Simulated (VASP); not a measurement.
# Cs15Br17 (a cell with a defect) in VASP: single point with PBE

Aim: the single point of Cs15Br17 (a cell with a defect) with PBE.

Everything below comes from runs of VASP 6.6.1. Logs are shortened: lines on timing, memory, paths and dates and some standing lists are left out, and cuts for length are marked.

## (1) The cell of the first run

The cell holds a defect, 32 atoms: a = 12.407 Å, b = 12.407 Å, c = 12.407 Å, α = 60.00°, β = 60.00°, γ = 60.00°.

## (2) Single point, PBE

Input file INCAR:

```
PREC = Accurate
ENCUT = 400
EDIFF = 1E-6
ISMEAR = 0
SIGMA = 0.01
LREAL = Auto
LASPH = T
NELM = 120
ALGO = Normal
ISIF = 2
LWAVE = F
LCHARG = F
GGA = PE
NBANDS = 149
GGA_COMPAT = F
```

Input file KPOINTS:

```
regular mesh
0
Gamma
  2 2 2
```

Input file POSCAR:

```
Cs15Br17
1.0
    8.7730026087      8.7730026087      0.0000000000
    8.7730026087      0.0000000000     -8.7730026087
    0.0000000000      8.7730026087     -8.7730026087
Br Cs
17 15
Direct
    0.2500000000      0.2500000000      0.7500000000
    0.3794320747      0.8617037758      0.8794320747
    0.3751668499      0.8749443834      0.3749443834
    0.3794320747      0.3794320747      0.8794320747
    0.3794320747      0.3794320747      0.3617037758
    0.6250556166      0.1248331501      0.1250556166
    0.8749443834      0.8749443834      0.8751668499
    0.6382962242      0.1205679253      0.6205679253
    0.8749443834      0.8749443834      0.3749443834
    0.6250556166      0.6250556166      0.1250556166
    0.8617037758      0.3794320747      0.8794320747
    0.6250556166      0.6250556166      0.6248331501
    0.8749443834      0.3751668499      0.3749443834
    0.1205679253      0.1205679253      0.1382962242
    0.1205679253      0.1205679253      0.6205679253
    0.1248331501      0.6250556166      0.1250556166
    0.1205679253      0.6382962242      0.6205679253
    0.2500000000      0.2500000000      0.2500000000
    0.2500000000      0.7500000000      0.7500000000
    0.2500000000      0.7500000000      0.2500000000
    0.5000000000      0.5000000000      0.0000000000
    0.7500000000      0.2500000000      0.7500000000
    0.4800262227      0.4800262227      0.5199737773
    0.7500000000      0.2500000000      0.2500000000
    0.4800262227      0.0199737773     -0.0199737773
    0.7500000000      0.7500000000      0.7500000000
    0.4800262227      0.0199737773      0.5199737773
    0.7500000000      0.7500000000      0.2500000000
    0.0199737773      0.4800262227     -0.0199737773
    0.0199737773      0.4800262227      0.5199737773
    0.0199737773      0.0199737773     -0.0199737773
    0.0000000000      0.0000000000      0.5000000000
```

Potentials or basis: VASP PAW PBE potentials, release 64 (Br, Cs_sv).

The run is started by

```sh
$ cat potpaw_PBE.64/Br/POTCAR potpaw_PBE.64/Cs_sv/POTCAR > POTCAR
$ mpirun -np 1 vasp_std > vasp.out
```

OUTCAR:

```text
PREC = Accurate
   ENCUT = 400
   EDIFF = 1E-6
   ISMEAR = 0
   LREAL = Auto
   LASPH = T
   NELM = 120
   ISIF = 2
   GGA = PE

 ion  position               nearest neighbor table
   1  0.250  0.250  0.750-
   2  0.379  0.862  0.879-
   3  0.375  0.875  0.375-
   4  0.379  0.379  0.879-
   5  0.379  0.379  0.362-
   6  0.625  0.125  0.125-
[... 24 lines left out ...]
  31  0.020  0.020  0.980-
  32  0.000  0.000  0.500-

  LATTYP: Found a face centered cubic cell.
 ALAT       =    17.5460052174

  Lattice vectors:

 A1 = (   8.7730026087,   8.7730026087,   0.0000000000)
 A2 = (   8.7730026087,   0.0000000000,  -8.7730026087)
 A3 = (   0.0000000000,   8.7730026087,  -8.7730026087)

Analysis of symmetry for initial positions (statically):
=====================================================================
 Subroutine PRICEL returns:
 Original cell was already a primitive cell.

 Routine SETGRP: Setting up the symmetry group for a
 face centered cubic supercell.

 Subroutine GETGRP returns: Found 48 space group operations
 (whereof  8 operations were pure point group operations)
 out of a pool of 48 trial point group operations.

The static configuration has the point symmetry C_4v.
 The point group associated with its full space group is O_h .

Analysis of symmetry for dynamics (positions and initial velocities):
=====================================================================
 Subroutine PRICEL returns:
 Original cell was already a primitive cell.

 Routine SETGRP: Setting up the symmetry group for a
 face centered cubic supercell.

 Subroutine GETGRP returns: Found 48 space group operations
 (whereof  8 operations were pure point group operations)
 out of a pool of 48 trial point group operations.

The dynamic configuration has the point symmetry C_4v.
 The point group associated with its full space group is O_h .

 Subroutine INISYM returns: Found 48 space group operations
 (whereof  8 operations are pure point group operations),
 and found     1 'primitive' translations

----------------------------------------------------------------------------------------

                                     Primitive cell

  volume of cell :    1350.4384

  direct lattice vectors                    reciprocal lattice vectors
     8.773002609  8.773002609  0.000000000     0.056993030  0.056993030  0.056993030
     8.773002609  0.000000000 -8.773002609     0.056993030 -0.056993030 -0.056993030
     0.000000000  8.773002609 -8.773002609    -0.056993030  0.056993030 -0.056993030

  length of vectors
    12.406899272 12.406899272 12.406899272     0.098714823  0.098714823  0.098714823

  position of ions in fractional coordinates (direct lattice)
     0.250000000  0.250000000  0.750000000
     0.379432075  0.861703776  0.879432075
     0.375166850  0.874944383  0.374944383
     0.379432075  0.379432075  0.879432075
     0.379432075  0.379432075  0.361703776
     0.625055617  0.124833150  0.125055617
[... 24 lines left out ...]
     0.019973777  0.019973777  0.980026223
     0.000000000  0.000000000  0.500000000

  ion indices of the primitive-cell ions
   primitive index   ion index
                 1           1
                 2           2
                 3           3
                 4           4
                 5           5
                 6           6
[... 24 lines left out ...]
                31          31
                32          32

----------------------------------------------------------------------------------------

 KPOINTS: regular mesh

Automatic generation of k-mesh.
 Grid dimensions read from file:
 generate k-points for:    2    2    2

 Generating k-lattice:

  Cartesian coordinates                     Fractional coordinates (reciprocal lattice)
     0.028496515  0.028496515  0.028496515     0.500000000  0.000000000  0.000000000
     0.028496515 -0.028496515 -0.028496515     0.000000000  0.500000000  0.000000000
    -0.028496515  0.028496515 -0.028496515     0.000000000  0.000000000  0.500000000

  Length of vectors
     0.049357412  0.049357412  0.049357412

  Shift w.r.t. Gamma in fractional coordinates (k-lattice)
     0.000000000  0.000000000  0.000000000

 Subroutine IBZKPT returns following result:
 ===========================================

 Found      3 irreducible k-points:

 Following reciprocal coordinates:
            Coordinates               Weight
  0.000000  0.000000  0.000000      1.000000
  0.500000  0.000000  0.000000      4.000000
  0.500000  0.500000  0.000000      3.000000
   k-points           NKPTS =      3   k-points in BZ     NKDIM =      3   number of bands    NBANDS=    149
   number of dos      NEDOS =    301   number of ions     NIONS =     32
   total plane-waves  NPLWV = 592704
   dimension x,y,z NGX =    84 NGY =   84 NGZ =   84
   dimension x,y,z NGXF=   168 NGYF=  168 NGZF=  168
   ions per type =              17  15
   NGX,Y,Z   is equivalent  to a cutoff of  11.26, 11.26, 11.26 a.u.
   NGXF,Y,Z  is equivalent  to a cutoff of  22.51, 22.51, 22.51 a.u.
 SYSTEM =  unknown system
   PREC   = accura    normal or accurate (medium, high low for compatibility)
   ISTART =      0    job   : 0-new  1-cont  2-samecut
   ICHARG =      2    charge: 1-file 2-atom 10-const
   ISPIN  =      1    spin polarized calculation?
   LNONCOLLINEAR =      F non collinear calculations
   LSORBIT =      F    spin-orbit coupling
   LASPH  =      T    aspherical Exc in radial PAW
   ENCUT  =  400.0 eV  29.40 Ry    5.42 a.u.  20.23 20.23 20.23*2*pi/ulx,y,z
   NELM   =    120;   NELMIN=  2; NELMDL= -5     # of ELM steps
   EDIFF  = 0.1E-05   stopping-criterion for ELM
   LREAL  =      T    real-space projection
   EDIFFG = 0.1E-04   stopping-criterion for IOM
   NSW    =      0    number of steps for IOM
   IBRION =     -1    ionic relax: 0-MD 1-quasi-New 2-CG
   NFREE  =      0    steps in history (QN), initial steepest desc. (CG)
   ISIF   =      2    stress and relaxation
   ISYM   =      2    0-nonsym 1-usesym 2-fastsym
   POTIM  = 0.5000    time-step for ionic-motion
   TEBEG  =    0.0;   TEEND  =   0.0 temperature during run
   PSTRESS=    0.0 pullay stress
   NELECT =     254.0000    total number of electrons
   NUPDOWN=      -1.0000    fix difference up-down
   EMIN   =  10.00;   EMAX   =-10.00  energy-range for DOS
   EFERMI =   0.00;   METHOD = LEGACY
   ISMEAR =     0;   SIGMA  =   0.01  broadening in eV -4-tet -1-fermi 0-gaus
   EFERMI_NEDOS =   21; number of points for ismear=-14 and -15
   IALGO  =     38    algorithm
   IMIX   =      4    mixing-type and parameters
     AMIX     =   0.40;   BMIX     =  1.00
     AMIX_MAG =   1.60;   BMIX_MAG =  1.00
  volume/ion in A,a.u.               =      42.20       284.79
  Fermi-wavevector in a.u.,A,eV,Ry     =   0.937982  1.772529 11.970544  0.879810
  Thomas-Fermi vector in A             =   2.065148
   LORBIT       =      0    0 simple, 1 ext, 2 COOP (PROOUT), +10 PAW based schemes
   GGA     = PE    functional components
   LHFCALC =     F    Hartree Fock is set to
   AEXX    =    0.0000 exact exchange contribution
   IVDW    =     0    specifies the selected vdW correction
   LEPSILON=     F    determine dielectric tensor
   LRPA    =     F    only Hartree local field effects (RPA)
 non-spin polarized calculation
 Gauss-broadening in eV      SIGMA  =   0.01
  energy-cutoff  :      400.00
  volume of cell :     1350.44
 maximum number of plane-waves:     24564
 NGX is ok and might be reduce to    84
   NGX = 41   NGY = 41   NGZ = 41

 number of electron     254.0000047 magnetization

 Free energy of the ion-electron system (eV)
  ---------------------------------------------------
  ext. energy  EPLUGINS =         0.00000000
  ---------------------------------------------------
  free energy    TOTEN  =       -92.16575153 eV

  energy without entropy =      -92.16026132  energy(sigma->0) =      -92.16300643

 E-fermi :  -0.7095     XC(G=0):  -7.7252

 val. band max:       -0.7167748504   @ k =   0.5000   0.5000   0.0000
 cond. band min:      -0.6992238692   @ k =   0.5000   0.0000   0.0000
 fundamental gap:      0.0175509812
 Fermi energy:        -0.7095248005

 k-point     1 :       0.0000    0.0000    0.0000
  band No.  band energies     occupation
      1     -20.5805      2.00000
      2     -20.5607      2.00000
      3     -20.5607      2.00000
      4     -20.5587      2.00000
      5     -20.5587      2.00000
      6     -20.5587      2.00000
[... 131 lines left out ...]
    138       5.2346      0.00000
    139       5.5278      0.00000

 k-point     2 :       0.5000    0.0000    0.0000
  band No.  band energies     occupation
      1     -20.5705      2.00000
      2     -20.5703      2.00000
      3     -20.5598      2.00000
      4     -20.5598      2.00000
      5     -20.5598      2.00000
      6     -20.5598      2.00000
[... 131 lines left out ...]
    138       5.1326      0.00000
    139       5.2396      0.00000

 k-point     3 :       0.5000    0.5000    0.0000
  band No.  band energies     occupation
      1     -20.5716      2.00000
      2     -20.5651      2.00000
      3     -20.5620      2.00000
      4     -20.5620      2.00000
      5     -20.5620      2.00000
      6     -20.5577      2.00000
[... 131 lines left out ...]
    138       5.1027      0.00000
    139       5.1446      0.00000
 [bands above 139 left out]

------------------------ aborting loop because EDIFF is reached ----------------------------------------

  FORCE on cell =-STRESS in cart. coord.  units (eV):
  Direction    XX          YY          ZZ          XY          YZ          ZX
  --------------------------------------------------------------------------------------
  -------------------------------------------------------------------------------------
  Total        1.1460144      1.1460144      1.1460144      0.0000000      0.0000000      0.0000000
  in kB        1.3596461      1.3596461      1.3596461      0.0000000      0.0000000      0.0000000
  external PRESSURE =       1.3596461 kB  Pullay stress =       0.0000000 kB

 VOLUME and BASIS-vectors are now :
 -----------------------------------------------------------------------------
  energy-cutoff  :      400.00
  volume of cell :     1350.44
      direct lattice vectors                 reciprocal lattice vectors
     8.773002609  8.773002609  0.000000000     0.056993030  0.056993030  0.056993030
     8.773002609  0.000000000 -8.773002609     0.056993030 -0.056993030 -0.056993030
     0.000000000  8.773002609 -8.773002609    -0.056993030  0.056993030 -0.056993030

 POSITION                                       TOTAL-FORCE (eV/Angst)
 -----------------------------------------------------------------------------------
      4.38650      8.77300     -8.77300        -0.000000      0.000000      0.000000
     10.88849     11.04402    -15.27499        -0.007421      0.007421      0.007421
     10.96723      6.58073    -10.96528        -0.019304     -0.019304     -0.019304
      6.65752     11.04402    -11.04402         0.007421      0.007421     -0.007421
      6.65752      6.50199     -6.50199         0.007421     -0.007421      0.007421
      6.57878      6.58073     -2.19227         0.019304     -0.019304     -0.019304
[... 24 lines left out ...]
      0.35046      8.77300     -8.77300        -0.013518      0.000000      0.000000
      0.00000      4.38650     -4.38650        -0.000000      0.000000      0.000000
 -----------------------------------------------------------------------------------
    total drift:                                0.000000     -0.000000      0.000000

  FREE ENERGIE OF THE ION-ELECTRON SYSTEM (eV)
  ---------------------------------------------------
  free  energy   TOTEN  =       -92.1657515348 eV

  energy  without entropy=      -92.1602613192  energy(sigma->0) =      -92.16300643
```

Run time: 20 min. Hardware: 1 thread of Intel Xeon Platinum 8259CL at 2.50GHz (Skylake/Cascade Lake), shared host; peak memory 1.2 GiB.

What came out:

```
Free energy            : -92.1658 eV
Pressure               : 0.1 GPa
Largest force          : 0.033 eV/Å
Band gap on the k mesh : zero (bands 127 and 128 overlap by 0.02 eV)
```

Forces on the atoms (eV/Å):
```
Br   0.000  0.000  0.000
Br  -0.007  0.007  0.007
Br  -0.019 -0.019 -0.019
Br   0.007  0.007 -0.007
Br   0.007 -0.007  0.007
Br   0.019 -0.019 -0.019
Br   0.019 -0.019  0.019
Br   0.007  0.007  0.007
Br   0.019  0.019 -0.019
Br  -0.019 -0.019  0.019
Br  -0.007 -0.007 -0.007
Br  -0.019  0.019 -0.019
Br  -0.019  0.019  0.019
Br  -0.007  0.007 -0.007
Br  -0.007 -0.007  0.007
Br   0.019  0.019  0.019
Br   0.007 -0.007 -0.007
Cs   0.000  0.000  0.000
Cs   0.000  0.000  0.000
Cs   0.000  0.000  0.000
Cs   0.000  0.000  0.000
Cs   0.000  0.000  0.000
Cs   0.014  0.000  0.000
Cs   0.000  0.000  0.000
Cs   0.000  0.014  0.000
Cs   0.000  0.000  0.000
Cs   0.000  0.000  0.014
Cs   0.000  0.000  0.000
Cs   0.000  0.000 -0.014
Cs   0.000 -0.014  0.000
Cs  -0.014  0.000  0.000
Cs   0.000  0.000  0.000
```

Levels at points of the mesh, in eV from the Fermi level:
```tsv
k point	band 123	band 124	band 125	band 126	band 127	band 128	band 129	band 130	band 131	band 132
(0.00, 0.00, 0.00)	-0.06	-0.05	-0.05	0.01	0.01	0.01	4.34	5.05	5.05	5.31
(0.50, 0.00, 0.00)	-0.16	-0.15	-0.15	-0.01	-0.01	0.01	5.20	5.22	5.57	5.57
(0.50, 0.50, 0.00)	-0.13	-0.13	-0.13	-0.03	-0.03	-0.01	5.29	5.48	5.49	5.53
```

Caveat: spin-orbit coupling is left out, which moves the levels of the heavy elements.
